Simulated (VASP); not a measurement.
# GaAs (l) (F-43m) in VASP: notebook, part 2 of 2

VASP 6.6.1.

### 3 Single point, LDA

This run uses another cell than the first one, of 21.99 Å³/atom, 0.925 times its volume.

File INCAR:

```
SYSTEM = GaAs
ALGO = Normal
EDIFF = 1E-6
ENCUT = 500
GGA = CA
GGA_COMPAT = .False.
ISIF = 2
ISMEAR = 0
LASPH = .True.
LCHARG = .False.
LREAL = .False.
LWAVE = .False.
NBANDS = 16
NELM = 120
PREC = Accurate
SIGMA = 0.1
```

File KPOINTS:

```
k-points
0
Gamma
  12 12 12
  0 0 0
```

File POSCAR:

```
GaAs
1.0
    0.0000000000      2.8016907862      2.8016907862
    2.8016907862      0.0000000000      2.8016907862
    2.8016907862      2.8016907862      0.0000000000
Ga As
1 1
Direct
    0.0000000000      0.0000000000      0.0000000000
    0.2500000000      0.2500000000      0.2500000000
```

Potentials or basis: VASP PAW LDA potentials, release 64 (Ga_d, As).

Launch:

```
> cat potpaw_LDA.64/Ga_d/POTCAR potpaw_LDA.64/As/POTCAR > POTCAR
> mpirun -np 1 vasp_std > vasp.out
```

OUTCAR:

```text
SYSTEM = GaAs
   EDIFF = 1E-6
   ENCUT = 500
   GGA = CA
   ISIF = 2
   ISMEAR = 0
   LASPH = .True.
   LREAL = .False.
   NELM = 120
   PREC = Accurate

 ion  position               nearest neighbor table
   1  0.000  0.000  0.000-   2 2.43   2 2.43   2 2.43   2 2.43
   2  0.250  0.250  0.250-   1 2.43   1 2.43   1 2.43   1 2.43

  LATTYP: Found a face centered cubic cell.
 ALAT       =     5.6033815724

  Lattice vectors:

 A1 = (   0.0000000000,   2.8016907862,   2.8016907862)
 A2 = (   2.8016907862,   0.0000000000,   2.8016907862)
 A3 = (   2.8016907862,   2.8016907862,   0.0000000000)

Analysis of symmetry for initial positions (statically):
=====================================================================
 Subroutine PRICEL returns:
 Original cell was already a primitive cell.

 Routine SETGRP: Setting up the symmetry group for a
 face centered cubic supercell.

 Subroutine GETGRP returns: Found 24 space group operations
 (whereof 24 operations were pure point group operations)
 out of a pool of 48 trial point group operations.

The static configuration has the point symmetry T_d .

Analysis of symmetry for dynamics (positions and initial velocities):
=====================================================================
 Subroutine PRICEL returns:
 Original cell was already a primitive cell.

 Routine SETGRP: Setting up the symmetry group for a
 face centered cubic supercell.

 Subroutine GETGRP returns: Found 24 space group operations
 (whereof 24 operations were pure point group operations)
 out of a pool of 48 trial point group operations.

The dynamic configuration has the point symmetry T_d .

 Subroutine INISYM returns: Found 24 space group operations
 (whereof 24 operations are pure point group operations),
 and found     1 'primitive' translations

----------------------------------------------------------------------------------------

[... 111 lines left out ...]
     AMIX     =   0.40;   BMIX     =  1.00
     AMIX_MAG =   1.60;   BMIX_MAG =  1.00
  volume/ion in A,a.u.               =      21.99       148.41
  Fermi-wavevector in a.u.,A,eV,Ry     =   1.215445  2.296859 20.099990  1.477308
  Thomas-Fermi vector in A             =   2.350832
   LORBIT       =      0    0 simple, 1 ext, 2 COOP (PROOUT), +10 PAW based schemes
   GGA     = CA    functional components
   LHFCALC =     F    Hartree Fock is set to
   AEXX    =    0.0000 exact exchange contribution
   IVDW    =     0    specifies the selected vdW correction
   LEPSILON=     F    determine dielectric tensor
   LRPA    =     F    only Hartree local field effects (RPA)
 non-spin polarized calculation
 Gauss-broadening in eV      SIGMA  =   0.10
  energy-cutoff  :      500.00
  volume of cell :       43.98
 maximum number of plane-waves:      1139
 NGX is ok and might be reduce to    30
   NGX = 15   NGY = 15   NGZ = 15

 number of electron      18.0000013 magnetization

 Free energy of the ion-electron system (eV)
  ---------------------------------------------------
  ext. energy  EPLUGINS =         0.00000000
  ---------------------------------------------------
  free energy    TOTEN  =        -9.64197154 eV

  energy without entropy =       -9.64197145  energy(sigma->0) =       -9.64197150

 E-fermi :   4.3369     XC(G=0): -10.0314

 val. band max:        4.0595309703   @ k =   0.0000   0.0000   0.0000
 cond. band min:       4.5949178023   @ k =   0.0000   0.0000   0.0000
 fundamental gap:      0.5353868320
 Fermi energy:         4.3368972438

 k-point     1 :       0.0000    0.0000    0.0000
  band No.  band energies     occupation
      1     -10.9184      2.00000
      2     -10.9184      2.00000
      3     -10.9184      2.00000
      4     -10.8336      2.00000
      5     -10.8336      2.00000
      6      -8.9002      2.00000
[... 433 lines left out ...]
      3     -10.8897      2.00000
      4     -10.8346      2.00000
      5     -10.8307      2.00000
      6      -6.8559      2.00000
[... 8 lines left out ...]
     15      14.4883      0.00000
     16      15.1638      0.00000

 [... further k-points ...]

------------------------ aborting loop because EDIFF is reached ----------------------------------------

  FORCE on cell =-STRESS in cart. coord.  units (eV):
  Direction    XX          YY          ZZ          XY          YZ          ZX
  --------------------------------------------------------------------------------------
  -------------------------------------------------------------------------------------
  Total        0.0851071      0.0851071      0.0851071     -0.0000000     -0.0000000      0.0000000
  in kB        3.1001703      3.1001703      3.1001703     -0.0000000     -0.0000000      0.0000000
  external PRESSURE =       3.1001703 kB  Pullay stress =       0.0000000 kB

 VOLUME and BASIS-vectors are now :
 -----------------------------------------------------------------------------
  energy-cutoff  :      500.00
  volume of cell :       43.98
      direct lattice vectors                 reciprocal lattice vectors
     0.000000000  2.801690786  2.801690786    -0.178463663  0.178463663  0.178463663
     2.801690786  0.000000000  2.801690786     0.178463663 -0.178463663  0.178463663
     2.801690786  2.801690786  0.000000000     0.178463663  0.178463663 -0.178463663

 POSITION                                       TOTAL-FORCE (eV/Angst)
 -----------------------------------------------------------------------------------
      0.00000      0.00000      0.00000         0.000000     -0.000000      0.000000
      1.40085      1.40085      1.40085        -0.000000      0.000000     -0.000000
 -----------------------------------------------------------------------------------
    total drift:                               -0.000000     -0.000000     -0.000000

  FREE ENERGIE OF THE ION-ELECTRON SYSTEM (eV)
  ---------------------------------------------------
  free  energy   TOTEN  =        -9.6419715413 eV

  energy  without entropy=       -9.6419714546  energy(sigma->0) =       -9.64197150
```

stdout:

```text
POSCAR found type information on POSCAR GaAs
 POSCAR found :  2 types and       2 ions
 scaLAPACK will be used
 LDA part: xc-table for (Slater(with rela. corr.)+CA(PZ))
 , standard interpolation
 POSCAR, INCAR and KPOINTS ok, starting setup
 FFT: planning ... GRIDC
 FFT: planning ... GRID_SOFT
 FFT: planning ... GRID
 WAVECAR not read
 entering main loop
```

Run time: 44 s. Hardware: 1 thread of AMD EPYC 7R43 (Zen 3), shared host; peak memory 0.15 GiB.

What came out:

* Free energy: -9.6420 eV
* Pressure: 0.3 GPa
* Band gap on the k mesh: 0.54 eV, direct

### 4 Single point, LDA

This run uses another cell than the first one, of 21.99 Å³/atom, 0.925 times its volume.

INCAR, as its differences from that of step 3:

```diff
@@ -4,3 +4,2 @@
 ENCUT = 500
-GGA = CA
 GGA_COMPAT = .False.
@@ -15,2 +14,2 @@
 PREC = Accurate
-SIGMA = 0.1
+SIGMA = 0.02
```

KPOINTS is that of step 3.

POSCAR is that of step 3.

Launch:

```
> cat potpaw_LDA.64/Ga_d/POTCAR potpaw_LDA.64/As/POTCAR > POTCAR
> mpirun -np 1 vasp_std > vasp.out
```

It took 44 s on 1 thread of AMD EPYC 7R43 (Zen 3), shared host; peak memory 0.14 GiB.

The run converged. Its results:

```yaml
Free_energy: -9.6420 eV
Pressure: 0.3 GPa
Band_gap_on_the_k_mesh: 0.54 eV, direct
```

Levels at points of the mesh, in eV from the valence-band top:
| k point | band 6 | band 7 | band 8 | band 9 | band 10 | band 11 | band 12 | band 13 |
| --- | --- | --- | --- | --- | --- | --- | --- | --- |
| (0.00, 0.00, 0.00) | -12.96 | 0.00 | 0.00 | 0.00 | 0.54 | 3.68 | 3.68 | 3.68 |
| (0.50, 0.00, 0.00) | -11.11 | -6.84 | -1.19 | -1.19 | 0.94 | 4.59 | 4.59 | 7.59 |
| (0.50, 0.50, 0.00) | -10.34 | -7.00 | -2.79 | -2.79 | 1.29 | 1.54 | 10.26 | 10.26 |

A k mesh can miss the band edges. A hybrid or GW would open this gap; LDA tends to underestimate it.

### 5 Relaxation of cell and atoms, LDA

This run uses another cell than the first one, of 21.99 Å³/atom, 0.925 times its volume.

File INCAR:

```
SYSTEM = GaAs
PREC = Accurate
ENCUT = 500
EDIFF = 1E-7
ISMEAR = 0
SIGMA = 0.02
LREAL = .FALSE.
LASPH = .TRUE.
NELM = 120
ALGO = Normal
ISIF = 3
LWAVE = .FALSE.
LCHARG = .FALSE.
IBRION = 2
NSW = 100
EDIFFG = -0.002
GGA_COMPAT = .FALSE.
NELMIN = 4
```

File KPOINTS:

```
Automatic mesh
0
G
  12 12 12
  0 0 0
```

POSCAR is that of step 4.

Potentials or basis: VASP PAW LDA potentials, release 64 (Ga_d, As).

Launch:

```
> cat potpaw_LDA.64/Ga_d/POTCAR potpaw_LDA.64/As/POTCAR > POTCAR
> mpirun -np 1 vasp_std > vasp.out
```

OUTCAR:

```text
SYSTEM = GaAs
   PREC = Accurate
   ENCUT = 500
   EDIFF = 1E-7
   ISMEAR = 0
   LREAL = .FALSE.
   LASPH = .TRUE.
   NELM = 120
   ISIF = 3
   IBRION = 2
   NSW = 100
   EDIFFG = -0.002
   NELMIN = 4

 ion  position               nearest neighbor table
   1  0.000  0.000  0.000-   2 2.43   2 2.43   2 2.43   2 2.43
   2  0.250  0.250  0.250-   1 2.43   1 2.43   1 2.43   1 2.43

  LATTYP: Found a face centered cubic cell.
 ALAT       =     5.6033815724

  Lattice vectors:

 A1 = (   0.0000000000,   2.8016907862,   2.8016907862)
 A2 = (   2.8016907862,   0.0000000000,   2.8016907862)
 A3 = (   2.8016907862,   2.8016907862,   0.0000000000)

Analysis of symmetry for initial positions (statically):
=====================================================================
 Subroutine PRICEL returns:
 Original cell was already a primitive cell.

[... 187 lines left out ...]
      6      -8.9001      2.00000
      7       4.0596      2.00000
      8       4.0596      2.00000
      9       4.0596      2.00000
     10       4.5951      0.00000
     11       7.7405      0.00000
     12       7.7405      0.00000
     13       7.7405      0.00000
[... 511 lines left out ...]
--------------------------------------- Ionic step        5  -------------------------------------------

 number of electron      18.0000011 magnetization

 Free energy of the ion-electron system (eV)
  ---------------------------------------------------
  ext. energy  EPLUGINS =         0.00000000
  ---------------------------------------------------
  free energy    TOTEN  =        -9.64214829 eV

  energy without entropy =       -9.64214829  energy(sigma->0) =       -9.64214829

 E-fermi :   4.1038     XC(G=0): -10.0125

 val. band max:        4.0181073138   @ k =   0.0000   0.0000   0.0000
 cond. band min:       4.5213786201   @ k =   0.0000   0.0000   0.0000
 fundamental gap:      0.5032713063
 Fermi energy:         4.1037824392

 k-point     1 :       0.0000    0.0000    0.0000
  band No.  band energies     occupation
      1     -10.9512      2.00000
      2     -10.9512      2.00000
      3     -10.9512      2.00000
      4     -10.8674      2.00000
      5     -10.8674      2.00000
      6      -8.9104      2.00000
      7       4.0181      2.00000
      8       4.0181      2.00000
      9       4.0181      2.00000
     10       4.5214      0.00000
     11       7.6981      0.00000
     12       7.6981      0.00000
     13       7.6981      0.00000
[... 397 lines left out ...]
  FREE ENERGIE OF THE ION-ELECTRON SYSTEM (eV)
  ---------------------------------------------------
  free  energy   TOTEN  =        -9.6421482873 eV

  energy  without entropy=       -9.6421482873  energy(sigma->0) =       -9.64214829

 reached required accuracy - stopping structural energy minimisation
```

OSZICAR:

```text
N       E                     dE             d eps       ncg     rms          rms(c)
DAV:   1     0.782077843522E+02    0.78208E+02   -0.90885E+03  1912   0.186E+03
DAV:   2    -0.376122267502E+01   -0.81969E+02   -0.79313E+02  2042   0.321E+02
DAV:   3    -0.977534388565E+01   -0.60141E+01   -0.59796E+01  2362   0.746E+01
[... 35 lines left out ...]
       N       E                     dE             d eps       ncg     rms          rms(c)
DAV:   1    -0.964215156535E+01   -0.37293E-05   -0.43258E-05  2472   0.136E-01    0.104E-02
DAV:   2    -0.964214898555E+01    0.25798E-05   -0.48041E-06  2342   0.533E-02    0.470E-03
DAV:   3    -0.964214834848E+01    0.63707E-06   -0.76535E-07  2322   0.182E-02    0.106E-03
DAV:   4    -0.964214828726E+01    0.61228E-07   -0.58729E-08   936   0.399E-03
   5 F= -.96421483E+01 E0= -.96421483E+01  d E =-.176744E-03
```

CONTCAR:

```text
GaAs
   1.00000000000000
     0.0000000000000000    2.8056375850886104    2.8056375850886104
     2.8056375850886104   -0.0000000000000000    2.8056375850886104
     2.8056375850886104    2.8056375850886104    0.0000000000000000
  Ga              As
     1     1
Direct
     0.0000000000000000    0.0000000000000000    0.0000000000000000
     0.2500000000000000    0.2500000000000000    0.2500000000000000

  0.00000000E+00  0.00000000E+00  0.00000000E+00
  0.00000000E+00  0.00000000E+00  0.00000000E+00
```

It took 1.8 min on 1 thread of AMD EPYC 7R43 (Zen 3), shared host; peak memory 0.15 GiB.

What came out:

```yaml
Free_energy: -9.6421 eV
Relaxed_volume: 22.08 Å³/atom
Relaxed_cell: a = 3.968 Å, b = 3.968 Å, c = 3.968 Å, α = 60.00°, β = 60.00°, γ = 60.00°
Space_group_after_relaxing_to_0.05_Å: F-43m (No. 216)
Energy_gained_by_relaxing: 0.1 meV/atom
Ionic_steps: 5
Pressure_after_relaxing: 0.0 GPa
Band_gap_on_the_k_mesh: 0.50 eV, direct
```

The path:
| step | energy change (eV) | largest force (eV/Å) | pressure (GPa) | volume (Å³) |
| --- | --- | --- | --- | --- |
| 1 | 0.0000 | 0.0000 | 0.32 | 43.98 |
| 2 | -0.0001 | 0.0000 | -0.15 | 44.26 |
| 3 | -0.0002 | 0.0000 | 0.02 | 44.17 |
| 4 | -0.0002 | 0.0000 | -0.03 | 44.18 |
| 5 | -0.0002 | 0.0000 | 0.01 | 44.17 |

Final structure:
```
CELL_PARAMETERS angstrom
0.00000 2.80564 2.80564
2.80564 0.00000 2.80564
2.80564 2.80564 0.00000
ATOMIC_POSITIONS crystal
Ga 0.00000 0.00000 0.00000
As 0.25000 0.25000 0.25000
```

### 6 The runs side by side

```csv
task,cell,k mesh,smearing,gap on the mesh (eV),pressure (GPa)
single point,"a = 4.066 Å, angles 60.0°, 2 atoms",6 × 6 × 6,gaussian 0.1 eV,none,-4.5
single point,"a = 3.962 Å, angles 60.0°, 2 atoms",12 × 12 × 12,gaussian 0.1 eV,0.54,0.3
single point,"a = 3.962 Å, angles 60.0°, 2 atoms",12 × 12 × 12,gaussian 0.02 eV,0.54,0.3
relaxation of cell and atoms,"relaxed from a = 3.962 Å, angles 60.0°, 2 atoms",12 × 12 × 12,gaussian 0.02 eV,0.50,0.0
```

Alike in all rows: level LDA; potentials or basis VASP PAW LDA potentials, release 64 (Ga_d, As); no spin polarisation; cutoff (eV) 500.

Total energies depend on the potentials used, so only differences within one code and one set of settings carry meaning.
